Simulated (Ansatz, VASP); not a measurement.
Tl in VASP and in Ansatz

```
Tl
1.0
     0.00000    2.53379    2.53379
     2.53379    0.00000    2.53379
     2.53379    2.53379    0.00000
Tl
2
Direct
  0.87500 0.87500 0.87500
  0.12500 0.12500 0.12500
```

Change from the starting cell: volume scaled by 0.4, PAW files.

Alike in both runs: task single point; functional PBEsol; k mesh 10 × 10 × 10; occupations fermi-dirac, width 0.1 eV; no spin polarisation.

|  | VASP | Ansatz |
| --- | --- | --- |
| version | VASP 6.6.1 | Ansatz 0.2.0 |
| potentials or method | VASP PAW PBE potentials, release 64 (Tl_d) | PAW with Ansatz's default frozen-core files, scalar-relativistic |
| plane-wave cutoff (eV) | 520 | 420 |
| valence electrons in the cell | 26 | 26 |

Ansatz gave:

| Property | Result |
| --- | --- |
| pressure (GPa) | 221.9 |

Question: Which values does VASP return?

Answer: Pressure (GPa): 224.0.

VASP's potentials were made for PBE, not for PBEsol. Both programs put the cell under a high pressure, so it lies far from rest at this level. With one functional, cell and mesh, what is left measures potentials, basis and numerics.

Neither program's run includes spin-orbit coupling. Noted on VASP's run: the cell as given lies far from equilibrium.
